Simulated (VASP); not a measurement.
Set up this calculation in VASP 6.6.1, as the native input.

```
Task                   : electric field gradients
Functional             : PBE
Potentials or basis    : VASP PAW PBE potentials, release 64 (B, P)
Cutoff                 : 520 eV
k mesh                 : 15 × 15 × 15
Occupations            : fermi-dirac, width 0.05 eV
Spin                   : no spin polarisation
Dipole correction      : no
Further INCAR settings : ALGO = Normal; EDIFF = 1e-08; NBANDS = 11
```

The structure of BP lies in POSCAR:

```
BP
1.0
    0.0000000000      2.2690000000      2.2463100000
    2.2690000000      0.0000000000      2.2463100000
    2.2690000000      2.2690000000      0.0000000000
B P
1 1
Direct
    0.0000000000      0.0000000000      0.0000000000
    0.7500000000      0.7500000000      0.7500000000
```

This cell differs from its parent crystal: zz strain of -1 %.

One way to write it, as run:

INCAR

```
PREC = Accurate ; ENCUT = 520
EDIFF = 1E-8 ; ISMEAR = -1
SIGMA = 0.05 ; LREAL = False
LASPH = True ; NELM = 60
ALGO = Normal ; ISIF = 2
LWAVE = False ; LCHARG = False
GGA = PE ; LEFG = True
NBANDS = 11
```

KPOINTS

```
regular mesh
0
Gamma
  15 15 15
```

Potentials or basis: VASP PAW PBE potentials, release 64 (B, P).

Command:

```console
$ cat potpaw_PBE.64/B/POTCAR potpaw_PBE.64/P/POTCAR > POTCAR
$ mpirun -np 1 vasp_std > vasp.out
```

Results of the run:

* Pressure: 2.6 GPa
* Band gap on the k mesh: 1.07 eV, indirect (least direct gap 3.31 eV)

Caveat: the cell differs from its parent crystal (zz strain of -1 %); without QUAD_EFG the Cq values of the log hold for a quadrupole moment of 1 mb, not for the nuclei.

Wall time 28 s on 1 thread of Intel(R) Xeon(R) Platinum 8488C (Sapphire Rapids), with other jobs on the host, peak memory 0.18 GiB.
